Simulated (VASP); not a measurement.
Write the native input for VASP 6.6.1 that does the following.

```
Task                   : relaxation of cell and atoms
Functional             : PBE
Potentials or basis    : VASP PAW PBE potentials, release 64 (Si, C)
Cutoff                 : 600 eV
k mesh                 : 18 × 18 × 4
Occupations            : gaussian, width 0.1 eV
Spin                   : no spin polarisation
Dipole correction      : no
Further INCAR settings : ALGO = Normal; EDIFF = 1e-06; IBRION = 2; EDIFFG = -0.01; NSW = 100; ISIF = 3
```

The structure of SiC2 lies in POSCAR:

```
SiC2
1.0
    2.5605029934      0.0000000000      0.0000000000
   -1.2802514967      2.2174606388      0.0000000000
    0.0000000000      0.0000000000      8.9183377272
Si C
2 4
Direct
    0.3333333333      0.6666666667      0.7500000000
    0.6666666667      0.3333333333      0.2500000000
    0.3333333333      0.6666666667      0.9761136019
    0.3333333333      0.6666666667      0.5238863981
    0.6666666667      0.3333333333      0.4761136019
    0.6666666667      0.3333333333      0.0238863981
```

These files were run (other wordings do the same):

INCAR

```
PREC = Accurate
ENCUT = 600
EDIFF = 1E-6
ISMEAR = 0
SIGMA = 0.1
LREAL = False
LASPH = True
NELM = 100
ALGO = Normal
ISIF = 3
LWAVE = False
LCHARG = False
GGA = PE
IBRION = 2
NSW = 100
EDIFFG = -0.01
```

KPOINTS

```
regular mesh
0
Gamma
  18 18 4
```

Potentials or basis: VASP PAW PBE potentials, release 64 (Si, C).

Launch:

```console
$ cat potpaw_PBE.64/Si/POTCAR potpaw_PBE.64/C/POTCAR > POTCAR
$ mpirun -np 1 vasp_std > vasp.out
```

It gave:

| Property | Result |
| --- | --- |
| Relaxed volume | 8.41 Å³/atom |
| Relaxed cell | a = 2.545 Å, b = 2.545 Å, c = 8.997 Å, α = 90.00°, β = 90.00°, γ = 120.00° |
| Space group after relaxing (to 0.05 Å) | P6_3/mmc (No. 194) |
| Energy gained by relaxing | 2.6 meV/atom |
| Ionic steps | 5 |
| Pressure after relaxing | 0.0 GPa |
| Largest force after relaxing | 0.003 eV/Å |
| Band gap on the k mesh | zero (band 12 reaches 14.27 eV, above the bottom of band 13 at 7.70 eV) |

It took 4.2 min on 1 thread of Intel(R) Xeon(R) Platinum 8259CL CPU @ 2.50GHz (Skylake/Cascade Lake), with other jobs on the host, peak memory 0.23 GiB.
